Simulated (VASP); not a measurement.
The system is NaH3.

```
Na H
1.0
     1.51510    0.03020   -4.32238
     0.05004   -4.56963    0.05034
    -6.36701    2.35347   -0.08961
Na H
2 6
Direct
  0.24219 0.23333 0.98528
  0.78914 0.73230 0.02088
  0.91472 0.05312 0.48866
  0.24520 0.74058 0.99278
  0.57069 0.55282 0.51518
  0.43723 0.45667 0.47819
  0.03871 0.94733 0.49952
  0.76213 0.28384 0.01950
```

| Property | Result |
| --- | --- |
| Program | VASP 6.6.1 |
| Task | relaxation of cell and atoms |
| Functional | PBE |
| Potentials or basis | VASP PAW PBE potentials, release 64 (Na_pv, H) |
| Cutoff | 500 eV |
| k mesh | 4 × 4 × 4 |
| Occupations | gaussian, width 0.1 eV |
| Spin | no spin polarisation |

At the start: pressure 1.1 GPa; volume 15.71 Å³/atom.

Q: Where does the relaxation end?

A: Over 40 steps the energy falls by 28.0 meV/atom and the volume is 15.03 Å³/atom (-4.4 %); space group P1 (No. 1, to 0.1 Å) before and after.

Step by step:
```
step  energy change (eV)  largest force (eV/Å)  pressure (GPa)  volume (Å³)
   1              0.0000                3.4969            1.08       125.68
   2              0.6001                4.2525           -1.97       127.61
   3             -0.1315                0.5514           -0.12       126.17
   4             -0.1333                0.5552           -0.03       126.13
   5             -0.1335                0.5566            0.00       126.11
   6             -0.1578                0.4488           -0.06       126.15
   7             -0.2004                0.3005           -0.15       126.27
   8             -0.2063                0.4188           -0.14       126.33
   9             -0.1724                1.4476           -0.69       125.97
  10             -0.2095                0.0709           -0.27       126.25
  11             -0.2122                0.0609           -0.20       125.55
  12             -0.2157                0.0515           -0.05       123.94
  13             -0.2160                0.0522            0.01       123.37
  14             -0.2157                0.2496            0.19       123.17
  15             -0.2164                0.0956            0.09       123.28
  16             -0.2169                0.0875            0.08       123.27
  17             -0.2182                0.0594            0.05       123.23
  18             -0.2195                0.0436           -0.03       123.16
  19             -0.2195                0.0575           -0.04       123.14
  20             -0.2200                0.0712            0.01       123.05
  21             -0.2200                0.0800            0.02       123.04
  22             -0.2204                0.0600            0.00       123.00
  23             -0.2212                0.0661           -0.06       122.86
  24             -0.2202                0.2568           -0.23       122.59
  25             -0.2213                0.0802           -0.10       122.80
  26             -0.2218                0.0669           -0.08       122.67
  27             -0.2222                0.0639           -0.06       122.43
  28             -0.2222                0.0752           -0.06       122.37
  29             -0.2226                0.0554           -0.10       122.15
  30             -0.2226                0.0598           -0.12       122.08
  31             -0.2230                0.0428           -0.09       121.79
  32             -0.2232                0.0350           -0.06       121.42
  33             -0.2235                0.0377           -0.06       121.25
  34             -0.2235                0.1063           -0.07       121.06
  35             -0.2236                0.1027           -0.06       121.00
  36             -0.2238                0.0927           -0.04       120.82
  37             -0.2240                0.0734           -0.02       120.45
  38             -0.2239                0.0401            0.04       119.72
  39             -0.2241                0.0595            0.01       120.18
  40             -0.2242                0.0242            0.02       120.21
```

Final structure:
```yaml
crystal:
  lattice:
    - [1.66113, 0.00128, -4.23953]
    - [0.05101, -4.55601, 0.01763]
    - [-6.31758, 2.34903, 0.16340]
  atoms:
    - { symbol: Na, position: [0.25620, 0.24484, 0.99738] }
    - { symbol: Na, position: [0.75979, 0.75260, 0.00795] }
    - { symbol: H, position: [0.93214, 0.06295, 0.50201] }
    - { symbol: H, position: [0.24941, 0.74051, 0.98693] }
    - { symbol: H, position: [0.57080, 0.54937, 0.50057] }
    - { symbol: H, position: [0.42877, 0.45819, 0.49579] }
    - { symbol: H, position: [0.03682, 0.93508, 0.49110] }
    - { symbol: H, position: [0.76606, 0.25647, 0.01826] }
```
